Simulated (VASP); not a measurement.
Here is a VASP 6.6.1 calculation.

The input INCAR:

```
SYSTEM = TaV
ALGO = Normal
EDIFF = 1E-6
ENCUT = 520
ISIF = 2
ISMEAR = -1
ISPIN = 2
LASPH = .True.
LCHARG = .False.
LMAXMIX = 4
LORBIT = 11
LREAL = .False.
LWAVE = .False.
MAGMOM = 0 2
NBANDS = 23
NELM = 150
PREC = Accurate
SIGMA = 0.05
```

KPOINTS

```
k-points
0
Gamma
  7 7 5
  0 0 0
```

Contents of POSCAR:

```
TaV
1.0
    1.5630369649     -2.2627388911      0.0000000000
    1.5630369649      2.2627388911      0.0000000000
    0.0000000000      0.0000000000      4.2424934876
Ta V
1 1
Direct
    0.0000000000      0.0000000000      0.0000000000
    0.5000000000      0.5000000000      0.5000000000
```

Potentials or basis: VASP PAW LDA potentials, release 64 (Ta_pv, V_sv).

Command:

```console
$ cat potpaw_LDA.64/Ta_pv/POTCAR potpaw_LDA.64/V_sv/POTCAR > POTCAR
$ mpirun -np 1 vasp_std > vasp.out
```

Question: What does it give for the band gap on the k mesh?

Answer: Zero (filled and empty bands overlap).

Question: Predict the pressure.

Answer: 0.9 GPa.

Stress tensor (GPa, compression positive):
```
1.02 0.00 0.00
0.00 0.94 0.00
0.00 0.00 0.82
```

Caveat: spin-orbit coupling is left out, which moves the levels of the heavy elements.
